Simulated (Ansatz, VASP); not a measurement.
AlN in VASP and in Ansatz

```xyz
4
Lattice="3.2320 0.0000 0.0000 -1.6160 2.7990 0.0000 0.0000 0.0000 3.8012" Properties=species:S:1:pos:R:3 pbc="T T T"
Al    0.0000    1.8660    2.8509
Al    1.6160    0.9330    0.9503
N     0.0000    1.8660    0.9503
N     1.6160    0.9330    2.8509
```

Alike in both runs: task single point; functional PBEsol; k mesh 9 × 9 × 6; occupations gaussian, width 0.05 eV; no spin polarisation.

|  | VASP | Ansatz |
| --- | --- | --- |
| version | VASP 6.6.1 | Ansatz 0.2.0 |
| potentials or method | VASP PAW PBE potentials, release 64 (Al, N), cutoff 520 eV | scalar-relativistic, plane waves, PAW |
| valence electrons in the cell | 16 | 16 |

Ansatz gave:

- gap on the k mesh at the Fermi level (eV): 4.29
- least direct gap on the mesh (eV): 4.29

Task: What did VASP give for the same quantities?

Result: gap on the k mesh at the Fermi level (eV): 4.31; least direct gap on the mesh (eV): 4.31.

VASP's potentials were made for PBE, not for PBEsol, and Ansatz warns of the same on its side.
